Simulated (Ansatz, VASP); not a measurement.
# One calculation of AlN, two programs

```
Al N
1.0
     3.08874    0.00000    0.00000
    -1.54437    2.67493    0.00000
     0.00000    0.00000    4.94377
Al N
2 2
Cartesian
  -0.0516 1.7145 0.0075
  1.5960 0.9604 2.4794
  0.0460 1.8447 1.8958
  1.4983 0.8303 4.3677
```

Change from the starting cell: mode 4 frozen in at -0.052 Å and mode 5 at -0.069 Å (largest displacements).

Alike in both runs: task single point; functional LDA; k mesh 9 × 9 × 6; occupations gaussian, width 0.05 eV; no spin polarisation.

|  | VASP | Ansatz |
| --- | --- | --- |
| version | VASP 6.6.1 | Ansatz 0.2.0 |
| potentials or method | VASP PAW LDA potentials, release 64 (Al, N), cutoff 520 eV | scalar-relativistic, plane waves, PAW |
| valence electrons in the cell | 16 | 16 |

VASP gave:

| Quantity | Value |
| --- | --- |
| gap on the k mesh at the Fermi level (eV) | 4.33 |
| least direct gap on the mesh (eV) | 4.33 |
| pressure (GPa) | 0.4 |
| traceless stress, the component that is largest in VASP (GPa) | -0.53 |
| rms of the force components (eV/Å) | 0.226 |

**Question.** What did Ansatz give for the same quantities?

**Answer.** gap on the k mesh at the Fermi level (eV): 4.33; least direct gap on the mesh (eV): 4.33; pressure (GPa): -0.2; traceless stress, the component that is largest in VASP (GPa): -0.54; rms of the force components (eV/Å): 0.226.

LDA's correlation is that of Perdew and Zunger in VASP and of Perdew and Wang (1992) in Ansatz. Atom by atom the forces differ by 0.002 eV/Å (rms over components).
